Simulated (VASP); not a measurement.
Pt, 1 atom in the cell. Symmetry: Fm-3m, No. 225, cubic system. Conventional cell: a = 3.945 Å, b = 3.945 Å, c = 3.945 Å, α = 90.00°, β = 90.00°, γ = 90.00°. Within 3.7 Å of Pt (site symmetry m-3m) lie 12 Pt at 2.79 Å. 

```yaml
Program: VASP 6.6.1
Task: single point
Functional: PBE
Potentials_or_basis: VASP PAW PBE potentials, release 64 (Pt)
Cutoff: 520 eV
k_mesh: 18 × 18 × 18
Occupations: gaussian, width 0.1 eV
Spin: no spin polarisation
Dipole_correction: no
Further_INCAR_settings: ALGO = Fast; EDIFF = 1e-06; NBANDS = 11
```

Potentials or basis: VASP PAW PBE potentials, release 64 (Pt).

Command:

```sh
$ cat potpaw_PBE.64/Pt/POTCAR > POTCAR
$ mpirun -np 1 vasp_std > vasp.out
```

Hardware: 1 thread of AMD EPYC 9R45 (Zen 5), with other jobs on the host.

Estimate the wall time of this run.

Wall time 21 s on 1 thread of AMD EPYC 9R45 (Zen 5), on a shared host, peak memory 0.13 GiB. Counts: scf iterations 12, k points 195.
